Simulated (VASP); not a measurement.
# Ir (Fm-3m) in VASP: single point with PBE

Aim: the single point of Ir with PBE.

All numbers are computed with VASP 6.6.1; they aren't measurements. Logs are shortened: lines on timing, memory, paths and dates and some standing lists are left out, and cuts for length are marked.

## Step 1: The cell of the first run

It takes space group Fm-3m (No. 225, cubic). The conventional cell has a = 3.876 Å, b = 3.876 Å, c = 3.876 Å, α = 90.00°, β = 90.00°, γ = 90.00°. Within 3.6 Å of Ir (site symmetry m-3m) lie 12 Ir at 2.74 Å.

## Step 2: Single point, PBE

INCAR

```
SYSTEM = Ir
ALGO = Normal
EDIFF = 1E-6
ENCUT = 500
GGA = PE
GGA_COMPAT = .False.
ISIF = 2
ISMEAR = 0
LASPH = .True.
LCHARG = .True.
LELF = .True.
LREAL = .False.
LVHAR = .True.
LWAVE = .False.
NBANDS = 10
NELM = 120
PREC = Accurate
SIGMA = 0.05
```

KPOINTS

```
k-points
0
Gamma
  8 8 8
  0 0 0
```

POSCAR

```
Ir
1.0
    0.0000000000      1.9378739741      1.9378739741
    1.9378739741      0.0000000000      1.9378739741
    1.9378739741      1.9378739741      0.0000000000
Ir
1
Direct
    0.0000000000      0.0000000000      0.0000000000
```

Potentials or basis: VASP PAW PBE potentials, release 64 (Ir).

Run with:

```bash
cat potpaw_PBE.64/Ir/POTCAR > POTCAR
mpirun -np 1 vasp_std > vasp.out
```

OUTCAR:

```text
SYSTEM = Ir
   EDIFF = 1E-6
   ENCUT = 500
   GGA = PE
   ISIF = 2
   ISMEAR = 0
   LASPH = .True.
   LREAL = .False.
   NELM = 120
   PREC = Accurate

 ion  position               nearest neighbor table
   1  0.000  0.000  0.000-

  LATTYP: Found a face centered cubic cell.
 ALAT       =     3.8757479482

  Lattice vectors:

 A1 = (   0.0000000000,   1.9378739741,   1.9378739741)
 A2 = (   1.9378739741,   0.0000000000,   1.9378739741)
 A3 = (   1.9378739741,   1.9378739741,   0.0000000000)

Analysis of symmetry for initial positions (statically):
=====================================================================
 Subroutine PRICEL returns:
 Original cell was already a primitive cell.

 Routine SETGRP: Setting up the symmetry group for a
 face centered cubic supercell.

 Subroutine GETGRP returns: Found 48 space group operations
 (whereof 48 operations were pure point group operations)
 out of a pool of 48 trial point group operations.

The static configuration has the point symmetry O_h .

Analysis of symmetry for dynamics (positions and initial velocities):
=====================================================================
 Subroutine PRICEL returns:
 Original cell was already a primitive cell.

 Routine SETGRP: Setting up the symmetry group for a
 face centered cubic supercell.

 Subroutine GETGRP returns: Found 48 space group operations
 (whereof 48 operations were pure point group operations)
 out of a pool of 48 trial point group operations.

The dynamic configuration has the point symmetry O_h .

 Subroutine INISYM returns: Found 48 space group operations
 (whereof 48 operations are pure point group operations),
 and found     1 'primitive' translations

----------------------------------------------------------------------------------------

                                     Primitive cell

  volume of cell :      14.5548

  direct lattice vectors                    reciprocal lattice vectors
     0.000000000  1.937873974  1.937873974    -0.258014714  0.258014714  0.258014714
     1.937873974  0.000000000  1.937873974     0.258014714 -0.258014714  0.258014714
     1.937873974  1.937873974  0.000000000     0.258014714  0.258014714 -0.258014714

  length of vectors
     2.740567656  2.740567656  2.740567656     0.446894594  0.446894594  0.446894594

  position of ions in fractional coordinates (direct lattice)
     0.000000000  0.000000000  0.000000000

  ion indices of the primitive-cell ions
   primitive index   ion index
[... 72 lines left out ...]
   NELM   =    120;   NELMIN=  2; NELMDL= -5     # of ELM steps
   EDIFF  = 0.1E-05   stopping-criterion for ELM
   LREAL  =      F    real-space projection
   EDIFFG = 0.1E-04   stopping-criterion for IOM
   NSW    =      0    number of steps for IOM
   IBRION =     -1    ionic relax: 0-MD 1-quasi-New 2-CG
   NFREE  =      0    steps in history (QN), initial steepest desc. (CG)
   ISIF   =      2    stress and relaxation
   ISYM   =      2    0-nonsym 1-usesym 2-fastsym
   POTIM  = 0.5000    time-step for ionic-motion
   TEBEG  =    0.0;   TEEND  =   0.0 temperature during run
   PSTRESS=    0.0 pullay stress
   NELECT =       9.0000    total number of electrons
   NUPDOWN=      -1.0000    fix difference up-down
   EMIN   =  10.00;   EMAX   =-10.00  energy-range for DOS
   EFERMI =   0.00;   METHOD = LEGACY
   ISMEAR =     0;   SIGMA  =   0.05  broadening in eV -4-tet -1-fermi 0-gaus
   EFERMI_NEDOS =   21; number of points for ismear=-14 and -15
   IALGO  =     38    algorithm
   IMIX   =      4    mixing-type and parameters
     AMIX     =   0.40;   BMIX     =  1.00
     AMIX_MAG =   1.60;   BMIX_MAG =  1.00
  volume/ion in A,a.u.               =      14.55        98.22
  Fermi-wavevector in a.u.,A,eV,Ry     =   1.394719  2.635637 26.466623  1.945242
  Thomas-Fermi vector in A             =   2.518241
   LORBIT       =      0    0 simple, 1 ext, 2 COOP (PROOUT), +10 PAW based schemes
   GGA     = PE    functional components
   LHFCALC =     F    Hartree Fock is set to
   AEXX    =    0.0000 exact exchange contribution
   IVDW    =     0    specifies the selected vdW correction
   LEPSILON=     F    determine dielectric tensor
   LRPA    =     F    only Hartree local field effects (RPA)
 non-spin polarized calculation
 Gauss-broadening in eV      SIGMA  =   0.05
  energy-cutoff  :      500.00
  volume of cell :       14.55
 maximum number of plane-waves:       380
   NGX =  9   NGY =  9   NGZ =  9

 number of electron       9.0000000 magnetization

 Free energy of the ion-electron system (eV)
  ---------------------------------------------------
  ext. energy  EPLUGINS =         0.00000000
  ---------------------------------------------------
  free energy    TOTEN  =        -8.77869810 eV

  energy without entropy =       -8.77664244  energy(sigma->0) =       -8.77767027

 E-fermi :   9.9748     XC(G=0): -13.8180

 val. band max:        9.9283943046   @ k =  -0.3750   0.1250   0.0000
 cond. band min:       9.9918990675   @ k =  -0.3750   0.2500   0.0000
 fundamental gap:      0.0635047629
 Fermi energy:         9.9747795299

 k-point     1 :       0.0000    0.0000    0.0000
  band No.  band energies     occupation
      1      -0.8962      2.00000
      2       6.2002      2.00000
      3       6.2002      2.00000
      4       6.2002      2.00000
      5       8.7820      2.00000
      6       8.7820      2.00000
      7      24.2810      0.00000
      8      29.7227      0.00000
      9      29.7227      0.00000
     10      29.7227      0.00000
[... 287 lines left out ...]
 k-point    24 :      -0.3750    0.2500    0.1250
  band No.  band energies     occupation
      1       3.5446      2.00000
      2       4.9220      2.00000
      3       6.4559      2.00000
      4       7.4611      2.00000
      5      10.4716      0.00000
      6      14.9594      0.00000
      7      16.3616      0.00000
      8      25.4784      0.00000
      9      25.4790      0.00000
     10      29.5049      0.00000

 [... further k-points ...]
[... 5 lines left out ...]
  --------------------------------------------------------------------------------------
  -------------------------------------------------------------------------------------
  Total        0.0341233      0.0341233      0.0341233     -0.0000000      0.0000000      0.0000000
  in kB        3.7562572      3.7562572      3.7562572     -0.0000000      0.0000000      0.0000000
  external PRESSURE =       3.7562572 kB  Pullay stress =       0.0000000 kB

 VOLUME and BASIS-vectors are now :
 -----------------------------------------------------------------------------
  energy-cutoff  :      500.00
  volume of cell :       14.55
      direct lattice vectors                 reciprocal lattice vectors
     0.000000000  1.937873974  1.937873974    -0.258014714  0.258014714  0.258014714
     1.937873974  0.000000000  1.937873974     0.258014714 -0.258014714  0.258014714
     1.937873974  1.937873974  0.000000000     0.258014714  0.258014714 -0.258014714

 POSITION                                       TOTAL-FORCE (eV/Angst)
 -----------------------------------------------------------------------------------
      0.00000      0.00000      0.00000         0.000000      0.000000      0.000000
 -----------------------------------------------------------------------------------
    total drift:                               -0.000000     -0.000000     -0.000000

  FREE ENERGIE OF THE ION-ELECTRON SYSTEM (eV)
  ---------------------------------------------------
  free  energy   TOTEN  =        -8.7786980991 eV

  energy  without entropy=       -8.7766424404  energy(sigma->0) =       -8.77767027
```

OSZICAR:

```text
N       E                     dE             d eps       ncg     rms          rms(c)
DAV:   1     0.451060412718E+02    0.45106E+02   -0.42687E+03   596   0.800E+02
DAV:   2    -0.843184532636E+01   -0.53538E+02   -0.50901E+02   596   0.191E+02
DAV:   3    -0.933565125284E+01   -0.90381E+00   -0.89371E+00   678   0.296E+01
DAV:   4    -0.934445080154E+01   -0.87995E-02   -0.87978E-02   642   0.282E+00
DAV:   5    -0.934463890895E+01   -0.18811E-03   -0.18810E-03   652   0.404E-01    0.143E+01
DAV:   6    -0.886516335872E+01    0.47948E+00   -0.86466E-01   644   0.113E+01    0.582E+00
DAV:   7    -0.878449136912E+01    0.80672E-01   -0.25349E-01   674   0.564E+00    0.156E+00
DAV:   8    -0.878037082883E+01    0.41205E-02   -0.24429E-03   632   0.562E-01    0.810E-01
DAV:   9    -0.877869048875E+01    0.16803E-02   -0.13240E-03   660   0.500E-01    0.157E-02
DAV:  10    -0.877869823677E+01   -0.77480E-05   -0.69615E-06   744   0.234E-02    0.190E-02
DAV:  11    -0.877869809905E+01    0.13772E-06   -0.46452E-07   370   0.891E-03
   1 F= -.87786981E+01 E0= -.87776703E+01  d E =-.205566E-02
```

stdout:

```text
POSCAR found type information on POSCAR Ir
 POSCAR found :  1 types and       1 ions
 scaLAPACK will be used
 LDA part: xc-table for (Slater+PW92), standard interpolation
 POSCAR, INCAR and KPOINTS ok, starting setup
 FFT: planning ... GRIDC
 FFT: planning ... GRID_SOFT
 FFT: planning ... GRID
 WAVECAR not read
 entering main loop
```

It took 9.8 s on 1 thread of AMD EPYC 7R13, shared host; peak memory 0.1 GiB.

Results:

| Property | Result |
| --- | --- |
| Free energy | -8.7787 eV |
| Pressure | 0.4 GPa |

Caveat: spin-orbit coupling is left out, which moves the levels of the heavy elements.
